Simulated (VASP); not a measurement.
# MgO (rocksalt type) (Fm-3m) in VASP: a series of runs

Runs on MgO (rocksalt type). Level: PBE. Tasks: single point.

Program: VASP 6.6.1. These are calculated values, not measurements. Logs are shortened: lines on timing, memory, paths and dates and some standing lists are left out, and cuts for length are marked.

## 1. The cell of the first run

Symmetry: Fm-3m, No. 225, cubic system. The conventional cell has a = 3.666 Å, b = 3.666 Å, c = 3.666 Å, α = 90.00°, β = 90.00°, γ = 90.00°. Within 2.4 Å of Mg (site symmetry m-3m) lie 6 O at 1.83 Å. O (site symmetry m-3m) has 6 Mg at 1.83 Å within 2.4 Å.

## 2. Single point, PBE

Input file INCAR:

```
SYSTEM = MgO
ALGO = Normal ; EDIFF = 1E-6
ENCUT = 520 ; GGA = PE
ISIF = 2 ; ISMEAR = -1
LASPH = .TRUE. ; LCHARG = .FALSE.
LREAL = .FALSE. ; LWAVE = .FALSE.
NBANDS = 11 ; NELM = 100
PREC = Accurate ; SIGMA = 0.05
```

Input file KPOINTS:

```
k-points
0
G
  15 15 15
  0 0 0
```

Input file POSCAR:

```
MgO
1.0
    0.0000000000      1.8329421080      1.8329421080
    1.8329421080      0.0000000000      1.8329421080
    1.8329421080      1.8329421080      0.0000000000
Mg O
1 1
Direct
    0.0000000000      0.0000000000      0.0000000000
    0.5000000000      0.5000000000      0.5000000000
```

Potentials or basis: VASP PAW PBE potentials, release 64 (Mg, O).

Started as:

```
cat potpaw_PBE.64/Mg/POTCAR potpaw_PBE.64/O/POTCAR > POTCAR
mpirun -np 1 vasp_std > vasp.out
```

OUTCAR:

```text
SYSTEM = MgO
   EDIFF = 1E-6
   ENCUT = 520
   GGA = PE
   ISIF = 2
   ISMEAR = -1
   LASPH = .TRUE.
   LREAL = .FALSE.
   NELM = 100
   PREC = Accurate

 ion  position               nearest neighbor table
   1  0.000  0.000  0.000-   2 1.83   2 1.83   2 1.83   2 1.83   2 1.83   2 1.83
   2  0.500  0.500  0.500-   1 1.83   1 1.83   1 1.83   1 1.83   1 1.83   1 1.83

  LATTYP: Found a face centered cubic cell.
 ALAT       =     3.6658842160

  Lattice vectors:

 A1 = (   0.0000000000,   1.8329421080,   1.8329421080)
 A2 = (   1.8329421080,   0.0000000000,   1.8329421080)
 A3 = (   1.8329421080,   1.8329421080,   0.0000000000)

Analysis of symmetry for initial positions (statically):
=====================================================================
 Subroutine PRICEL returns:
 Original cell was already a primitive cell.

 Routine SETGRP: Setting up the symmetry group for a
 face centered cubic supercell.

 Subroutine GETGRP returns: Found 48 space group operations
 (whereof 48 operations were pure point group operations)
 out of a pool of 48 trial point group operations.

The static configuration has the point symmetry O_h .

Analysis of symmetry for dynamics (positions and initial velocities):
=====================================================================
 Subroutine PRICEL returns:
 Original cell was already a primitive cell.

 Routine SETGRP: Setting up the symmetry group for a
 face centered cubic supercell.

 Subroutine GETGRP returns: Found 48 space group operations
 (whereof 48 operations were pure point group operations)
 out of a pool of 48 trial point group operations.

The dynamic configuration has the point symmetry O_h .

 Subroutine INISYM returns: Found 48 space group operations
 (whereof 48 operations are pure point group operations),
 and found     1 'primitive' translations

----------------------------------------------------------------------------------------

                                     Primitive cell

  volume of cell :      12.3162

  direct lattice vectors                    reciprocal lattice vectors
     0.000000000  1.832942108  1.832942108    -0.272785484  0.272785484  0.272785484
     1.832942108  0.000000000  1.832942108     0.272785484 -0.272785484  0.272785484
     1.832942108  1.832942108  0.000000000     0.272785484  0.272785484 -0.272785484

  length of vectors
     2.592171588  2.592171588  2.592171588     0.472478318  0.472478318  0.472478318

  position of ions in fractional coordinates (direct lattice)
     0.000000000  0.000000000  0.000000000
     0.500000000  0.500000000  0.500000000

  ion indices of the primitive-cell ions
   primitive index   ion index
                 1           1
                 2           2

----------------------------------------------------------------------------------------

 KPOINTS: k-points

Automatic generation of k-mesh.
 Grid dimensions read from file:
 generate k-points for:   15   15   15

 Generating k-lattice:

  Cartesian coordinates                     Fractional coordinates (reciprocal lattice)
    -0.018185699  0.018185699  0.018185699     0.066666667  0.000000000  0.000000000
     0.018185699 -0.018185699  0.018185699     0.000000000  0.066666667  0.000000000
     0.018185699  0.018185699 -0.018185699     0.000000000  0.000000000  0.066666667

  Length of vectors
     0.031498555  0.031498555  0.031498555

  Shift w.r.t. Gamma in fractional coordinates (k-lattice)
     0.000000000  0.000000000  0.000000000

 Subroutine IBZKPT returns following result:
 ===========================================

 Found    120 irreducible k-points:

 Following reciprocal coordinates:
            Coordinates               Weight
  0.000000  0.000000  0.000000      1.000000
  0.066667  0.000000  0.000000      8.000000
  0.133333  0.000000  0.000000      8.000000
  0.200000  0.000000  0.000000      8.000000
  0.266667  0.000000  0.000000      8.000000
  0.333333  0.000000  0.000000      8.000000
[... 16 lines left out ...]
  0.133333  0.133333  0.000000      6.000000
  0.200000  0.133333  0.000000     24.000000
 [... further k-points ...]
   k-points           NKPTS =    120   k-points in BZ     NKDIM =    120   number of bands    NBANDS=     11
   number of dos      NEDOS =    301   number of ions     NIONS =      2
   total plane-waves  NPLWV =   8000
   dimension x,y,z NGX =    20 NGY =   20 NGZ =   20
   dimension x,y,z NGXF=    40 NGYF=   40 NGZF=   40
   ions per type =               1   1
   NGX,Y,Z   is equivalent  to a cutoff of  12.83, 12.83, 12.83 a.u.
   NGXF,Y,Z  is equivalent  to a cutoff of  25.65, 25.65, 25.65 a.u.
 SYSTEM =  MgO
   PREC   = accura    normal or accurate (medium, high low for compatibility)
   ISTART =      0    job   : 0-new  1-cont  2-samecut
   ICHARG =      2    charge: 1-file 2-atom 10-const
   ISPIN  =      1    spin polarized calculation?
   LNONCOLLINEAR =      F non collinear calculations
   LSORBIT =      F    spin-orbit coupling
   LASPH  =      T    aspherical Exc in radial PAW
   ENCUT  =  520.0 eV  38.22 Ry    6.18 a.u.   4.82  4.82  4.82*2*pi/ulx,y,z
   NELM   =    100;   NELMIN=  2; NELMDL= -5     # of ELM steps
   EDIFF  = 0.1E-05   stopping-criterion for ELM
   LREAL  =      F    real-space projection
   EDIFFG = 0.1E-04   stopping-criterion for IOM
   NSW    =      0    number of steps for IOM
   IBRION =     -1    ionic relax: 0-MD 1-quasi-New 2-CG
   NFREE  =      0    steps in history (QN), initial steepest desc. (CG)
   ISIF   =      2    stress and relaxation
   ISYM   =      2    0-nonsym 1-usesym 2-fastsym
   POTIM  = 0.5000    time-step for ionic-motion
   TEBEG  =    0.0;   TEEND  =   0.0 temperature during run
   PSTRESS=    0.0 pullay stress
   NELECT =       8.0000    total number of electrons
   NUPDOWN=      -1.0000    fix difference up-down
   EMIN   =  10.00;   EMAX   =-10.00  energy-range for DOS
   EFERMI =   0.00;   METHOD = LEGACY
   ISMEAR =    -1;   SIGMA  =   0.05  broadening in eV -4-tet -1-fermi 0-gaus
   EFERMI_NEDOS =   21; number of points for ismear=-14 and -15
   IALGO  =     38    algorithm
   IMIX   =      4    mixing-type and parameters
     AMIX     =   0.40;   BMIX     =  1.00
     AMIX_MAG =   1.60;   BMIX_MAG =  1.00
  volume/ion in A,a.u.               =       6.16        41.56
  Fermi-wavevector in a.u.,A,eV,Ry     =   1.417793  2.679240 27.349564  2.010136
  Thomas-Fermi vector in A             =   2.538986
   LORBIT       =      0    0 simple, 1 ext, 2 COOP (PROOUT), +10 PAW based schemes
   GGA     = PE    functional components
   LHFCALC =     F    Hartree Fock is set to
   AEXX    =    0.0000 exact exchange contribution
   IVDW    =     0    specifies the selected vdW correction
   LEPSILON=     F    determine dielectric tensor
   LRPA    =     F    only Hartree local field effects (RPA)
 non-spin polarized calculation
  energy-cutoff  :      520.00
  volume of cell :       12.32
 maximum number of plane-waves:       343
   NGX =  9   NGY =  9   NGZ =  9

 number of electron       7.9999996 magnetization

 Free energy of the ion-electron system (eV)
  ---------------------------------------------------
  ext. energy  EPLUGINS =         0.00000000
  ---------------------------------------------------
  free energy    TOTEN  =        -9.44840228 eV

  energy without entropy =       -9.44840228  energy(sigma->0) =       -9.44840228

 E-fermi :   8.1390     XC(G=0): -13.2291

 val. band max:        7.1405189798   @ k =   0.0000   0.0000   0.0000
 cond. band min:      16.3906603658   @ k =   0.4667   0.4667   0.0000
 fundamental gap:      9.2501413860
 Fermi energy:         8.1390361972

 k-point     1 :       0.0000    0.0000    0.0000
  band No.  band energies     occupation
      1     -12.8303      2.00000
      2       7.1405      2.00000
      3       7.1405      2.00000
      4       7.1405      2.00000
      5      17.1127      0.00000
      6      25.1786      0.00000
      7      25.1786      0.00000
      8      25.1786      0.00000
      9      30.3599      0.00000
     10      32.7201      0.00000
     11      32.7201      0.00000

 k-point     2 :       0.0667    0.0000    0.0000
  band No.  band energies     occupation
      1     -12.7406      2.00000
      2       6.7826      2.00000
      3       7.0761      2.00000
      4       7.0761      2.00000
      5      17.3832      0.00000
      6      24.4138      0.00000
      7      25.3661      0.00000
      8      25.3661      0.00000
      9      31.5872      0.00000
     10      32.6047      0.00000
     11      32.6047      0.00000

 k-point     3 :       0.1333    0.0000    0.0000
  band No.  band energies     occupation
      1     -12.4784      2.00000
      2       5.8404      2.00000
      3       6.8983      2.00000
      4       6.8983      2.00000
      5      18.0159      0.00000
      6      23.2245      0.00000
      7      25.8903      0.00000
      8      25.8903      0.00000
      9      32.3647      0.00000
     10      32.3647      0.00000
     11      34.0908      0.00000

 k-point     4 :       0.2000    0.0000    0.0000
  band No.  band energies     occupation
      1     -12.0660      2.00000
      2       4.5727      2.00000
      3       6.6469      2.00000
      4       6.6469      2.00000
      5      18.5663      0.00000
      6      22.5822      0.00000
      7      26.6287      0.00000
      8      26.6287      0.00000
      9      32.2313      0.00000
     10      32.2313      0.00000
     11      36.3910      0.00000

 k-point     5 :       0.2667    0.0000    0.0000
  band No.  band energies     occupation
      1     -11.5455      2.00000
      2       3.2108      2.00000
      3       6.3718      2.00000
      4       6.3718      2.00000
      5      18.6349      0.00000
      6      22.8209      0.00000
      7      27.3629      0.00000
      8      27.3629      0.00000
      9      32.4583      0.00000
     10      32.4583      0.00000
     11      36.9274      0.00000
[... 211 lines left out ...]
 k-point    21 :      -0.1333    0.0667    0.0000
  band No.  band energies     occupation
      1     -12.2830      2.00000
      2       5.3085      2.00000
      3       6.6192      2.00000
      4       6.8198      2.00000
      5      18.4463      0.00000
      6      22.5440      0.00000
      7      26.1331      0.00000
      8      26.5560      0.00000
      9      31.7320      0.00000
     10      32.7107      0.00000
     11      35.5353      0.00000

 k-point    22 :      -0.0667    0.0667    0.0000
  band No.  band energies     occupation
      1     -12.5940      2.00000
      2       6.2863      2.00000
      3       6.8969      2.00000
      4       7.0024      2.00000
      5      17.7842      0.00000
      6      23.5166      0.00000
      7      25.5739      0.00000
      8      25.8658      0.00000
      9      32.1541      0.00000
     10      32.7325      0.00000
     11      33.1258      0.00000

 k-point    23 :       0.1333    0.1333    0.0000
  band No.  band energies     occupation
      1     -12.3695      2.00000
      2       5.7107      2.00000
      3       6.7152      2.00000
      4       6.7152      2.00000
      5      18.3975      0.00000
      6      22.0429      0.00000
      7      26.5524      0.00000
      8      26.5524      0.00000
      9      30.9612      0.00000
     10      33.4461      0.00000
     11      35.0835      0.00000

 k-point    24 :       0.2000    0.1333    0.0000
  band No.  band energies     occupation
      1     -12.0745      2.00000
      2       4.9092      2.00000
      3       6.4832      2.00000
      4       6.4971      2.00000
      5      19.0278      0.00000
      6      21.1962      0.00000
      7      27.1939      0.00000
      8      27.2797      0.00000
      9      30.3014      0.00000
     10      33.7372      0.00000
     11      37.1715      0.00000

 [... further k-points ...]
[... 5 lines left out ...]
  --------------------------------------------------------------------------------------
  -------------------------------------------------------------------------------------
  Total       12.9806676     12.9806676     12.9806676     -0.0000000     -0.0000000      0.0000000
  in kB     1688.6178330   1688.6178330   1688.6178330     -0.0000000     -0.0000000      0.0000000
  external PRESSURE =    1688.6178330 kB  Pullay stress =       0.0000000 kB

 VOLUME and BASIS-vectors are now :
 -----------------------------------------------------------------------------
  energy-cutoff  :      520.00
  volume of cell :       12.32
      direct lattice vectors                 reciprocal lattice vectors
     0.000000000  1.832942108  1.832942108    -0.272785484  0.272785484  0.272785484
     1.832942108  0.000000000  1.832942108     0.272785484 -0.272785484  0.272785484
     1.832942108  1.832942108  0.000000000     0.272785484  0.272785484 -0.272785484

 POSITION                                       TOTAL-FORCE (eV/Angst)
 -----------------------------------------------------------------------------------
      0.00000      0.00000      0.00000         0.000000      0.000000      0.000000
      1.83294      1.83294      1.83294        -0.000000     -0.000000     -0.000000
 -----------------------------------------------------------------------------------
    total drift:                                0.000000      0.000000      0.000000

  FREE ENERGIE OF THE ION-ELECTRON SYSTEM (eV)
  ---------------------------------------------------
  free  energy   TOTEN  =        -9.4484022790 eV

  energy  without entropy=       -9.4484022790  energy(sigma->0) =       -9.44840228
```

Wall time 9.2 s (1 thread of AMD EPYC 9R45 (Zen 5), shared host); peak memory 0.11 GiB.

What came out:

```
Free energy            : -9.4484 eV
Pressure               : 168.9 GPa
Band gap on the k mesh : 9.25 eV, indirect (least direct gap 9.97 eV)
```

 A k mesh can miss the band edges.

## 3. Single point, PBE

Input file INCAR:

```
SYSTEM = MgO
ALGO = Normal
EDIFF = 1E-7
ENCUT = 520
GGA = PE
ISIF = 2
ISMEAR = 1
LASPH = .TRUE.
LCHARG = .TRUE.
LELF = .TRUE.
LREAL = .FALSE.
LVHAR = .TRUE.
LWAVE = .FALSE.
NBANDS = 11
NELM = 80
PREC = Accurate
SIGMA = 0.01
```

KPOINTS is that of step 2.

POSCAR is that of step 2.

Potentials or basis: VASP PAW PBE potentials, release 64 (Mg, O).

Started as:

```
cat potpaw_PBE.64/Mg/POTCAR potpaw_PBE.64/O/POTCAR > POTCAR
mpirun -np 1 vasp_std > vasp.out
```

OUTCAR:

```text
SYSTEM = MgO
   EDIFF = 1E-7
   ENCUT = 520
   GGA = PE
   ISIF = 2
   ISMEAR = 1
   LASPH = .TRUE.
   LREAL = .FALSE.
   NELM = 80
   PREC = Accurate

 ion  position               nearest neighbor table
   1  0.000  0.000  0.000-   2 1.83   2 1.83   2 1.83   2 1.83   2 1.83   2 1.83
   2  0.500  0.500  0.500-   1 1.83   1 1.83   1 1.83   1 1.83   1 1.83   1 1.83

  LATTYP: Found a face centered cubic cell.
 ALAT       =     3.6658842160

  Lattice vectors:

 A1 = (   0.0000000000,   1.8329421080,   1.8329421080)
 A2 = (   1.8329421080,   0.0000000000,   1.8329421080)
 A3 = (   1.8329421080,   1.8329421080,   0.0000000000)

Analysis of symmetry for initial positions (statically):
=====================================================================
 Subroutine PRICEL returns:
 Original cell was already a primitive cell.

 Routine SETGRP: Setting up the symmetry group for a
 face centered cubic supercell.

 Subroutine GETGRP returns: Found 48 space group operations
 (whereof 48 operations were pure point group operations)
 out of a pool of 48 trial point group operations.

The static configuration has the point symmetry O_h .

Analysis of symmetry for dynamics (positions and initial velocities):
[... 163 lines left out ...]
 fundamental gap:      9.2501413860
 Fermi energy:         7.3278476736

 k-point     1 :       0.0000    0.0000    0.0000
  band No.  band energies     occupation
      1     -12.8303      2.00000
      2       7.1405      2.00000
      3       7.1405      2.00000
      4       7.1405      2.00000
      5      17.1127      0.00000
      6      25.1786      0.00000
      7      25.1786      0.00000
      8      25.1786      0.00000
      9      30.3599      0.00000
     10      32.7201      0.00000
     11      32.7201      0.00000
[... 309 lines left out ...]
 k-point    24 :       0.2000    0.1333    0.0000
  band No.  band energies     occupation
      1     -12.0745      2.00000
      2       4.9092      2.00000
      3       6.4832      2.00000
      4       6.4971      2.00000
      5      19.0278      0.00000
      6      21.1962      0.00000
      7      27.1939      0.00000
      8      27.2797      0.00000
      9      30.3014      0.00000
     10      33.7372      0.00000
     11      37.1715      0.00000

 [... further k-points ...]
[... 5 lines left out ...]
  --------------------------------------------------------------------------------------
  -------------------------------------------------------------------------------------
  Total       12.9806962     12.9806962     12.9806962     -0.0000000      0.0000000      0.0000000
  in kB     1688.6215441   1688.6215441   1688.6215441     -0.0000000      0.0000000      0.0000000
  external PRESSURE =    1688.6215441 kB  Pullay stress =       0.0000000 kB

 VOLUME and BASIS-vectors are now :
 -----------------------------------------------------------------------------
  energy-cutoff  :      520.00
  volume of cell :       12.32
      direct lattice vectors                 reciprocal lattice vectors
     0.000000000  1.832942108  1.832942108    -0.272785484  0.272785484  0.272785484
     1.832942108  0.000000000  1.832942108     0.272785484 -0.272785484  0.272785484
     1.832942108  1.832942108  0.000000000     0.272785484  0.272785484 -0.272785484

 POSITION                                       TOTAL-FORCE (eV/Angst)
 -----------------------------------------------------------------------------------
      0.00000      0.00000      0.00000         0.000000     -0.000000      0.000000
      1.83294      1.83294      1.83294        -0.000000      0.000000      0.000000
 -----------------------------------------------------------------------------------
    total drift:                                0.000000      0.000000      0.000000

  FREE ENERGIE OF THE ION-ELECTRON SYSTEM (eV)
  ---------------------------------------------------
  free  energy   TOTEN  =        -9.4484022794 eV

  energy  without entropy=       -9.4484022794  energy(sigma->0) =       -9.44840228
```

Wall time 9.7 s (1 thread of AMD EPYC 9R45 (Zen 5), shared host); peak memory 0.11 GiB.

Results:

* Free energy: -9.4484 eV
* Pressure: 168.9 GPa
* Band gap on the k mesh: 9.25 eV, indirect (least direct gap 9.97 eV)

Levels at points of the mesh, in eV from the valence-band top:
| k point | band 2 | band 3 | band 4 | band 5 | band 6 | band 7 |
| --- | --- | --- | --- | --- | --- | --- |
| (0.00, 0.00, 0.00) | 0.00 | 0.00 | 0.00 | 9.97 | 18.04 | 18.04 |

A k mesh can miss the band edges. Expect the measured gap to be larger: semilocal functionals such as PBE lack the derivative discontinuity.

(Part 1 of 2 ends here.)
